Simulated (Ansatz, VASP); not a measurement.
# BN in VASP and in Ansatz

```
B N
1.0
     0.00000    1.78581    1.86739
     1.78581    0.00000    1.86739
     1.78581    1.78581    0.00000
B N
1 1
Direct
  0.00000 0.00000 0.00000
  0.75000 0.75000 0.75000
```

Change from the starting cell: strain -0.015 along x and y, +0.030 along z, atoms carried along.

Alike in both runs: task single point; functional PBE; k mesh 12 × 12 × 12; occupations gaussian, width 0.05 eV; no spin polarisation.

|  | VASP | Ansatz |
| --- | --- | --- |
| version | VASP 6.6.1 | Ansatz 0.2.0 |
| potentials or method | VASP PAW PBE potentials, release 64 (B, N), cutoff 520 eV | scalar-relativistic, plane waves, PAW |
| valence electrons in the cell | 8 | 8 |

```tsv
	VASP	Ansatz	Ansatz less VASP
gap on the k mesh at the Fermi level (eV)	4.05	4.06	+0.011
least direct gap on the mesh (eV)	8.53	8.54	+0.010
pressure (GPa)	0.1	-0.2	-0.24
traceless stress, the component that is largest in VASP (GPa)	-19.32	-19.30	+0.018
```
